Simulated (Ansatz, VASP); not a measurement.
AlN in VASP and in Ansatz

```
CELL_PARAMETERS angstrom
0.00000 1.93844 1.97800
1.93844 0.00000 1.97800
1.93844 1.93844 0.00000
ATOMIC_POSITIONS crystal
Al 0.00000 0.00000 0.00000
N 0.50000 0.50000 0.50000
```

Change from the starting cell: equal xx and yy strain of -2 %, crystal datasets.

Alike in both runs: task electric field gradients; functional LDA; k mesh 10 × 10 × 10; occupations fermi-dirac, width 0.02 eV; no spin polarisation.

|  | VASP | Ansatz |
| --- | --- | --- |
| version | VASP 6.6.1 | Ansatz 0.2.0 |
| potentials or method | VASP PAW LDA potentials, release 64 (Al, N), cutoff 520 eV | all-electron PAW with datasets made for the crystal, scalar-relativistic |

```tsv
	VASP	Ansatz	Ansatz less VASP
gap on the k mesh at the Fermi level (eV)	4.83	4.85	+0.024
pressure (GPa)	27.8	26.8	-1.00
traceless stress, the component that is largest in VASP (GPa)	-6.48	-6.35	+0.127
size of Vzz on the site where it differs most (V/Å²)	8.8	8.3	-0.49
```

LDA's correlation is that of Perdew and Zunger in VASP and of Perdew and Wang (1992) in Ansatz. Ansatz ran all-electron here, and VASP with PAW potentials.
